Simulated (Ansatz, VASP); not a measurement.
Two plane-wave programs on ZnSnP2

```
Sn P Zn
1.0
     0.00000    5.73981    0.00000
     5.73981    0.00000    0.00000
     2.86990    2.86990   -5.73981
Sn P Zn
2 4 2
Direct
  0.50000 0.50000 0.00000
  0.25000 0.75000 0.50000
  0.37500 0.35519 0.75000
  0.64481 0.12500 0.25000
  0.87500 0.89481 0.75000
  0.10519 0.62500 0.25000
  0.00000 0.00000 0.00000
  0.75000 0.25000 0.50000
```

Alike in both runs: functional r2SCAN; k mesh 5 × 5 × 5; no spin polarisation.

Ansatz relaxed the structure, and its values are those at the end. VASP's run is a single point on that final structure, the one shown.

```csv
,VASP,Ansatz
version,VASP 6.6.1,Ansatz 0.2.0
potentials or method,"VASP PAW PBE potentials, release 64 (Sn_d, P, Zn), cutoff 550 eV",PAW plane waves
occupations,"fermi-dirac, width 0.1 eV",fermi-dirac
valence electrons in the cell,72,72
```

Ansatz gave:

- pressure (GPa): -3.0
- rms of the force components (eV/Å): 0.000

Task: What did VASP give for the same quantities?

Result: Pressure (GPa): -3.1; rms of the force components (eV/Å): 0.006.

VASP's potentials were made for PBE, not for r2SCAN. Ansatz's warnings: stress scf threshold loose.
